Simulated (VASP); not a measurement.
Runs of VASP 6.6.1 on Zn. The structure is that of space group P6_3/mmc (No. 194), or close to it. The cells are those of the table. 

| task | cell | k mesh | cutoff (eV) | gap on the mesh (eV) | pressure (GPa) |
| --- | --- | --- | --- | --- | --- |
| single point | a = 2.785, b = 2.785, c = 5.225 Å, angles 90.0, 90.0, 120.0°, 2 atoms | 22 × 22 × 10 | 520 | none | -5.2 |
| single point | a = 2.608, b = 2.608, c = 4.893 Å, angles 90.0, 90.0, 120.0°, 2 atoms | 22 × 22 × 10 | 520 | none | (b) |
| single point | a = 2.681, b = 2.681, c = 5.031 Å, angles 90.0, 90.0, 120.0°, 2 atoms | 22 × 22 × 10 | 520 | none | 0.4 |
| single point | a = 2.570, b = 2.570, c = 4.821 Å, angles 90.0, 90.0, 120.0°, 2 atoms | 22 × 22 × 10 | 520 | none | 12.6 |
| single point | a = 2.681, b = 2.681, c = 5.031 Å, angles 90.0, 90.0, 120.0°, 2 atoms | 7 × 7 × 3 | 520 | none | 0.3 |
| single point | a = 2.751, b = 2.751, c = 5.162 Å, angles 90.0, 90.0, 120.0°, 2 atoms | 22 × 22 × 10 | 520 | none | (a) |
| single point | a = 2.681, b = 2.681, c = 5.031 Å, angles 90.0, 90.0, 120.0°, 2 atoms | 13 × 13 × 7 | 520 | none | 0.3 |
| relaxation of cell and atoms | relaxed from a = 2.665, b = 2.665, c = 4.947 Å, angles 90.0, 90.0, 120.0°, 2 atoms | 13 × 13 × 7 | 600 | none | 0.0 |
| single point | a = 2.645, b = 2.645, c = 4.963 Å, angles 90.0, 90.0, 120.0°, 2 atoms | 22 × 22 × 10 | 520 | none | 3.5 |

Alike in all rows: level revPBE; potentials or basis VASP PAW PBE potentials, release 64 (Zn); no spin polarisation; smearing fermi-dirac 0.1 eV.

Task: Estimate the missing entries.

Result: (a) -3.8; (b) 7.4.

Caveats: some runs use coarse meshes; the PAW data sets were made with another functional, which shifts forces and pressure a little.

A gap of «none» marks levels without a gap at the run's occupations.
